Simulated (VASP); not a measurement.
# Na (Pm-3m) in VASP: notebook

The runs below take Na through single point, with PBE.

Program: VASP 6.6.1. These are calculated values, not measurements. Logs are shortened: lines on timing, memory, paths and dates and some standing lists are left out, and cuts for length are marked.

**1. The cell of the first run**

The structure is cubic, space group Pm-3m (No. 221). The conventional cell has a = 2.640 Å, b = 2.640 Å, c = 2.640 Å, α = 90.00°, β = 90.00°, γ = 90.00°. Na (site symmetry m-3m) has 6 Na at 2.64 Å within 3.5 Å.

**2. Single point, PBE**

Contents of INCAR:

```
SYSTEM = Na
  PREC = Accurate
  ENCUT = 500
  EDIFF = 1E-6
  ISMEAR = -1
  SIGMA = 0.1
  LREAL = .False.
  LASPH = .True.
  NELM = 120
  ALGO = Normal
  ISIF = 2
  LWAVE = .False.
  LCHARG = .False.
  GGA = PE
  NBANDS = 10
  GGA_COMPAT = .False.
```

Contents of KPOINTS:

```
regular mesh
0
Gamma
  14 14 14
  0 0 0
```

Contents of POSCAR:

```
Na
1.0
    2.6397816990      0.0000000000      0.0000000000
    0.0000000000      2.6397816990      0.0000000000
    0.0000000000      0.0000000000      2.6397816990
Na
1
Direct
    0.0000000000      0.0000000000      0.0000000000
```

Potentials or basis: VASP PAW PBE potentials, release 64 (Na_pv).

Command:

```
$ cat potpaw_PBE.64/Na_pv/POTCAR > POTCAR
$ mpirun -np 1 vasp_std > vasp.out
```

OUTCAR:

```text
SYSTEM = Na
   PREC = Accurate
   ENCUT = 500
   EDIFF = 1E-6
   ISMEAR = -1
   LREAL = .False.
   LASPH = .True.
   NELM = 120
   ISIF = 2
   GGA = PE

 ion  position               nearest neighbor table
   1  0.000  0.000  0.000-

  LATTYP: Found a simple cubic cell.
 ALAT       =     2.6397816990

  Lattice vectors:

 A1 = (   2.6397816990,   0.0000000000,   0.0000000000)
 A2 = (   0.0000000000,   2.6397816990,   0.0000000000)
 A3 = (   0.0000000000,   0.0000000000,   2.6397816990)

Analysis of symmetry for initial positions (statically):
=====================================================================
 Subroutine PRICEL returns:
 Original cell was already a primitive cell.

 Routine SETGRP: Setting up the symmetry group for a
 simple cubic supercell.

 Subroutine GETGRP returns: Found 48 space group operations
 (whereof 48 operations were pure point group operations)
 out of a pool of 48 trial point group operations.

The static configuration has the point symmetry O_h .

Analysis of symmetry for dynamics (positions and initial velocities):
=====================================================================
 Subroutine PRICEL returns:
 Original cell was already a primitive cell.

 Routine SETGRP: Setting up the symmetry group for a
 simple cubic supercell.

 Subroutine GETGRP returns: Found 48 space group operations
 (whereof 48 operations were pure point group operations)
 out of a pool of 48 trial point group operations.

The dynamic configuration has the point symmetry O_h .

 Subroutine INISYM returns: Found 48 space group operations
 (whereof 48 operations are pure point group operations),
 and found     1 'primitive' translations

----------------------------------------------------------------------------------------

                                     Primitive cell

  volume of cell :      18.3952

  direct lattice vectors                    reciprocal lattice vectors
     2.639781699  0.000000000  0.000000000     0.378819203  0.000000000  0.000000000
     0.000000000  2.639781699  0.000000000     0.000000000  0.378819203  0.000000000
     0.000000000  0.000000000  2.639781699     0.000000000  0.000000000  0.378819203

  length of vectors
     2.639781699  2.639781699  2.639781699     0.378819203  0.378819203  0.378819203

  position of ions in fractional coordinates (direct lattice)
     0.000000000  0.000000000  0.000000000

  ion indices of the primitive-cell ions
   primitive index   ion index
                 1           1

----------------------------------------------------------------------------------------

 KPOINTS: regular mesh

Automatic generation of k-mesh.
 Grid dimensions read from file:
 generate k-points for:   14   14   14

 Generating k-lattice:

  Cartesian coordinates                     Fractional coordinates (reciprocal lattice)
     0.027058515  0.000000000  0.000000000     0.071428571  0.000000000  0.000000000
     0.000000000  0.027058515  0.000000000     0.000000000  0.071428571  0.000000000
     0.000000000  0.000000000  0.027058515     0.000000000  0.000000000  0.071428571

  Length of vectors
     0.027058515  0.027058515  0.027058515

  Shift w.r.t. Gamma in fractional coordinates (k-lattice)
     0.000000000  0.000000000  0.000000000

 Subroutine IBZKPT returns following result:
 ===========================================

 Found    120 irreducible k-points:

 Following reciprocal coordinates:
            Coordinates               Weight
  0.000000  0.000000  0.000000      1.000000
  0.071429  0.000000  0.000000      6.000000
  0.142857  0.000000  0.000000      6.000000
  0.214286  0.000000  0.000000      6.000000
  0.285714  0.000000  0.000000      6.000000
  0.357143  0.000000  0.000000      6.000000
[... 16 lines left out ...]
  0.285714  0.214286  0.000000     24.000000
  0.357143  0.214286  0.000000     24.000000
 [... further k-points ...]
   k-points           NKPTS =    120   k-points in BZ     NKDIM =    120   number of bands    NBANDS=     10
   number of dos      NEDOS =    301   number of ions     NIONS =      1
   total plane-waves  NPLWV =   8000
   dimension x,y,z NGX =    20 NGY =   20 NGZ =   20
   dimension x,y,z NGXF=    40 NGYF=   40 NGZF=   40
   ions per type =               1
   NGX,Y,Z   is equivalent  to a cutoff of  12.60, 12.60, 12.60 a.u.
   NGXF,Y,Z  is equivalent  to a cutoff of  25.19, 25.19, 25.19 a.u.
 SYSTEM =  Na
   PREC   = accura    normal or accurate (medium, high low for compatibility)
   ISTART =      0    job   : 0-new  1-cont  2-samecut
   ICHARG =      2    charge: 1-file 2-atom 10-const
   ISPIN  =      1    spin polarized calculation?
   LNONCOLLINEAR =      F non collinear calculations
   LSORBIT =      F    spin-orbit coupling
   LASPH  =      T    aspherical Exc in radial PAW
   ENCUT  =  500.0 eV  36.75 Ry    6.06 a.u.   4.81  4.81  4.81*2*pi/ulx,y,z
   NELM   =    120;   NELMIN=  2; NELMDL= -5     # of ELM steps
   EDIFF  = 0.1E-05   stopping-criterion for ELM
   LREAL  =      F    real-space projection
   EDIFFG = 0.1E-04   stopping-criterion for IOM
   NSW    =      0    number of steps for IOM
   IBRION =     -1    ionic relax: 0-MD 1-quasi-New 2-CG
   NFREE  =      0    steps in history (QN), initial steepest desc. (CG)
   ISIF   =      2    stress and relaxation
   ISYM   =      2    0-nonsym 1-usesym 2-fastsym
   POTIM  = 0.5000    time-step for ionic-motion
   TEBEG  =    0.0;   TEEND  =   0.0 temperature during run
   PSTRESS=    0.0 pullay stress
   NELECT =       7.0000    total number of electrons
   NUPDOWN=      -1.0000    fix difference up-down
   EMIN   =  10.00;   EMAX   =-10.00  energy-range for DOS
   EFERMI =   0.00;   METHOD = LEGACY
   ISMEAR =    -1;   SIGMA  =   0.10  broadening in eV -4-tet -1-fermi 0-gaus
   EFERMI_NEDOS =   21; number of points for ismear=-14 and -15
   IALGO  =     38    algorithm
   IMIX   =      4    mixing-type and parameters
     AMIX     =   0.40;   BMIX     =  1.00
     AMIX_MAG =   1.60;   BMIX_MAG =  1.00
  volume/ion in A,a.u.               =      18.40       124.14
  Fermi-wavevector in a.u.,A,eV,Ry     =   1.186332  2.241842 19.148609  1.407383
  Thomas-Fermi vector in A             =   2.322507
   LORBIT       =      0    0 simple, 1 ext, 2 COOP (PROOUT), +10 PAW based schemes
   GGA     = PE    functional components
   LHFCALC =     F    Hartree Fock is set to
   AEXX    =    0.0000 exact exchange contribution
   IVDW    =     0    specifies the selected vdW correction
   LEPSILON=     F    determine dielectric tensor
   LRPA    =     F    only Hartree local field effects (RPA)
 non-spin polarized calculation
  energy-cutoff  :      500.00
  volume of cell :       18.40
 maximum number of plane-waves:       480
 NGX is ok and might be reduce to    20
   NGX =  9   NGY =  9   NGZ =  9

 number of electron       7.0000000 magnetization

 Free energy of the ion-electron system (eV)
  ---------------------------------------------------
  ext. energy  EPLUGINS =         0.00000000
  ---------------------------------------------------
  free energy    TOTEN  =        -0.48480595 eV

  energy without entropy =       -0.47474918  energy(sigma->0) =       -0.47977756

 E-fermi :   3.3875     XC(G=0):  -8.6762

 val. band max:        3.3227128191   @ k =   0.5000   0.0714   0.0714
 cond. band min:       3.4959986166   @ k =   0.5000   0.1429   0.0000
 fundamental gap:      0.1732857975
 Fermi energy:         3.3875392008

 k-point     1 :       0.0000    0.0000    0.0000
  band No.  band energies     occupation
      1     -21.8011      2.00000
      2     -21.8011      2.00000
      3     -21.8011      2.00000
      4      -1.6574      2.00000
      5      15.3188      0.00000
      6      15.3188      0.00000
      7      19.3877      0.00000
      8      19.3877      0.00000
      9      19.3877      0.00000
     10      25.1026      0.00000

 k-point     2 :       0.0714    0.0000    0.0000
  band No.  band energies     occupation
      1     -21.8247      2.00000
      2     -21.7991      2.00000
      3     -21.7991      2.00000
      4      -1.5379      2.00000
      5      14.4746      0.00000
      6      15.4226      0.00000
      7      19.4483      0.00000
      8      19.4483      0.00000
      9      19.9239      0.00000
     10      25.6739      0.00000

 k-point     3 :       0.1429    0.0000    0.0000
  band No.  band energies     occupation
      1     -21.8902      2.00000
      2     -21.7935      2.00000
      3     -21.7935      2.00000
      4      -1.1829      2.00000
      5      12.7488      0.00000
      6      15.7325      0.00000
      7      19.6281      0.00000
      8      19.6281      0.00000
      9      20.8494      0.00000
     10      27.2473      0.00000

 k-point     4 :       0.2143    0.0000    0.0000
  band No.  band energies     occupation
      1     -21.9839      2.00000
      2     -21.7853      2.00000
      3     -21.7853      2.00000
      4      -0.6021      2.00000
      5      10.8274      0.00000
      6      16.2428      0.00000
      7      19.9202      0.00000
      8      19.9202      0.00000
      9      21.7736      0.00000
     10      29.1267      0.00000
[... 222 lines left out ...]
 k-point    22 :       0.2143    0.2143    0.0000
  band No.  band energies     occupation
      1     -21.9744      2.00000
      2     -21.9476      2.00000
      3     -21.7701      2.00000
      4       0.4076      2.00000
      5      11.1622      0.00000
      6      12.4060      0.00000
      7      19.5919      0.00000
      8      20.5374      0.00000
      9      23.8410      0.00000
     10      26.9329      0.00000

 k-point    23 :       0.2857    0.2143    0.0000
  band No.  band energies     occupation
      1     -22.0612      2.00000
      2     -21.9464      2.00000
      3     -21.7613      2.00000
      4       1.1669      2.00000
      5       9.7409      0.00000
      6      12.5591      0.00000
      7      19.3405      0.00000
      8      20.9898      0.00000
      9      22.9635      0.00000
     10      27.6322      0.00000

 k-point    24 :       0.3571    0.2143    0.0000
  band No.  band energies     occupation
      1     -22.1480      2.00000
      2     -21.9356      2.00000
      3     -21.7534      2.00000
      4       2.1083      1.99999
      5       8.0156      0.00000
      6      13.2981      0.00000
      7      18.3883      0.00000
      8      21.5171      0.00000
      9      23.1648      0.00000
     10      26.6092      0.00000

 [... further k-points ...]
[... 5 lines left out ...]
  --------------------------------------------------------------------------------------
  -------------------------------------------------------------------------------------
  Total        2.2759910      2.2759910      2.2759910     -0.0000000     -0.0000000     -0.0000000
  in kB      198.2335155    198.2335155    198.2335155     -0.0000000     -0.0000000     -0.0000000
  external PRESSURE =     198.2335155 kB  Pullay stress =       0.0000000 kB

 VOLUME and BASIS-vectors are now :
 -----------------------------------------------------------------------------
  energy-cutoff  :      500.00
  volume of cell :       18.40
      direct lattice vectors                 reciprocal lattice vectors
     2.639781699  0.000000000  0.000000000     0.378819203  0.000000000  0.000000000
     0.000000000  2.639781699  0.000000000     0.000000000  0.378819203  0.000000000
     0.000000000  0.000000000  2.639781699     0.000000000  0.000000000  0.378819203

 POSITION                                       TOTAL-FORCE (eV/Angst)
 -----------------------------------------------------------------------------------
      0.00000      0.00000      0.00000         0.000000      0.000000      0.000000
 -----------------------------------------------------------------------------------
    total drift:                               -0.000000      0.000000     -0.000000

  FREE ENERGIE OF THE ION-ELECTRON SYSTEM (eV)
  ---------------------------------------------------
  free  energy   TOTEN  =        -0.4848059496 eV

  energy  without entropy=       -0.4747491800  energy(sigma->0) =       -0.47977756
```

Wall time 15 s (1 thread of AMD EPYC 7R43 (Zen 3), shared host); peak memory 0.09 GiB.

What came out:

```yaml
Free_energy: -0.4848 eV
Pressure: 19.8 GPa
```

Levels at points of the mesh, in eV from the Fermi level:
| k point | band 1 | band 2 | band 3 | band 4 | band 5 | band 6 | band 7 | band 8 |
| --- | --- | --- | --- | --- | --- | --- | --- | --- |
| (0.00, 0.00, 0.00) | -25.19 | -25.19 | -25.19 | -5.04 | 11.93 | 11.93 | 16.00 | 16.00 |
| (0.50, 0.00, 0.00) | -25.65 | -25.15 | -25.15 | -0.24 | 1.11 | 15.72 | 17.94 | 17.94 |
| (0.50, 0.50, 0.00) | -25.56 | -25.56 | -25.11 | 3.42 | 5.19 | 5.19 | 8.22 | 21.79 |
| (0.50, 0.50, 0.50) | -25.49 | -25.49 | -25.49 | 7.91 | 7.91 | 7.91 | 9.85 | 11.01 |

**3. Single point, PBE**

Contents of INCAR:

```
PREC = Accurate ; ENCUT = 500
EDIFF = 1E-6 ; ISMEAR = -1
SIGMA = 0.1 ; LREAL = False
LASPH = True ; NELM = 120
ALGO = Normal ; ISIF = 2
LWAVE = False ; LCHARG = True
GGA = PE ; LELF = True
LVHAR = True ; NBANDS = 10
GGA_COMPAT = False
```

Contents of KPOINTS:

```
Automatic mesh
0
Gamma
  14 14 14
```

POSCAR is that of step 2.

Potentials or basis: VASP PAW PBE potentials, release 64 (Na_pv).

Command:

```
$ cat potpaw_PBE.64/Na_pv/POTCAR > POTCAR
$ mpirun -np 1 vasp_std > vasp.out
```

Wall time 16 s (1 thread of AMD EPYC 7R43 (Zen 3), shared host); peak memory 0.09 GiB.

The run converged. Its results:

| Quantity | Value |
| --- | --- |
| Free energy | -0.4848 eV |
| Pressure | 19.8 GPa |

Levels at points of the mesh, in eV from the Fermi level:
```csv
k point,band 1,band 2,band 3,band 4,band 5,band 6,band 7
"(0.00, 0.00, 0.00)",-25.19,-25.19,-25.19,-5.04,11.93,11.93,16.00
"(0.50, 0.00, 0.00)",-25.65,-25.15,-25.15,-0.24,1.11,15.72,17.94
"(0.50, 0.50, 0.00)",-25.56,-25.56,-25.11,3.42,5.19,5.19,8.22
"(0.50, 0.50, 0.50)",-25.49,-25.49,-25.49,7.91,7.91,7.91,9.85
```
